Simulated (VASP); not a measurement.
# ZnS: single point with r2SCAN

The system is ZnS.

```
Zn S
1.0
     3.81100    0.00000    0.00000
    -1.90550    3.30042    0.00000
     0.00000    0.00000    6.23400
Zn S
2 2
Cartesian
  0.0000 2.2003 0.0000
  1.9055 1.1001 3.1170
  0.0433 2.2436 2.4434
  1.9488 1.1434 5.5604
```

This cell differs from its parent crystal: all S atoms moved +0.075 Å, as atom 3 along Cartesian [1 1 1].

```yaml
Program: VASP 6.6.1
Task: single point
Functional: r2SCAN
Potentials_or_basis: VASP PAW PBE potentials, release 64 (Zn, S)
Cutoff: 520 eV
k_mesh: 6 × 6 × 4
Occupations: gaussian, width 0.05 eV
Spin: no spin polarisation
```

The pressure is 0.6 GPa and the largest force is 0.706 eV/Å. The band gap on the k mesh is 2.81 eV, direct.

Forces on the atoms (eV/Å):
```
Zn   0.367  0.322  0.509
Zn   0.278  0.323  0.506
S   -0.276 -0.323 -0.507
S   -0.369 -0.322 -0.509
```

Stress tensor (GPa, compression positive):
```
 1.72  0.11  0.67
 0.11  1.72  0.67
 0.67  0.67 -1.61
```

Levels at points of the mesh, in eV from the valence-band top:
| k point | band 14 | band 15 | band 16 | band 17 | band 18 | band 19 | band 20 | band 21 | band 22 | band 23 |
| --- | --- | --- | --- | --- | --- | --- | --- | --- | --- | --- |
| (0.00, 0.00, 0.00) | -0.90 | -0.90 | -0.06 | -0.05 | 0.00 | 2.81 | 3.41 | 6.73 | 6.74 | 7.11 |
| (0.50, 0.00, 0.00) | -4.35 | -3.17 | -2.35 | -1.55 | -1.11 | 3.92 | 4.76 | 5.51 | 7.72 | 7.95 |
| (0.00, 0.50, 0.00) | -4.36 | -3.17 | -2.35 | -1.55 | -1.10 | 3.92 | 4.75 | 5.50 | 7.72 | 7.95 |
| (0.50, 0.50, 0.00) | -4.37 | -3.18 | -2.34 | -1.56 | -1.09 | 3.92 | 4.75 | 5.49 | 7.72 | 7.95 |
| (0.00, 0.00, 0.50) | -2.76 | -0.58 | -0.58 | -0.40 | -0.40 | 3.99 | 3.99 | 7.01 | 7.01 | 7.28 |
| (0.50, 0.00, 0.50) | -4.94 | -1.79 | -1.76 | -1.58 | -1.49 | 3.93 | 4.13 | 5.37 | 5.60 | 9.60 |
| (0.00, 0.50, 0.50) | -4.96 | -1.80 | -1.77 | -1.56 | -1.49 | 3.95 | 4.10 | 5.40 | 5.57 | 9.61 |
| (0.50, 0.50, 0.50) | -5.00 | -1.80 | -1.79 | -1.53 | -1.50 | 4.00 | 4.05 | 5.45 | 5.51 | 9.64 |

Run time: 13 min on 1 thread of AMD EPYC 7R13, on a shared host, peak memory 0.25 GiB.

Caveat: the cell differs from its parent crystal (all S atoms moved +0.075 Å, as atom 3 along Cartesian [1 1 1]); the PAW data sets were made with another functional, which shifts forces and pressure a little.
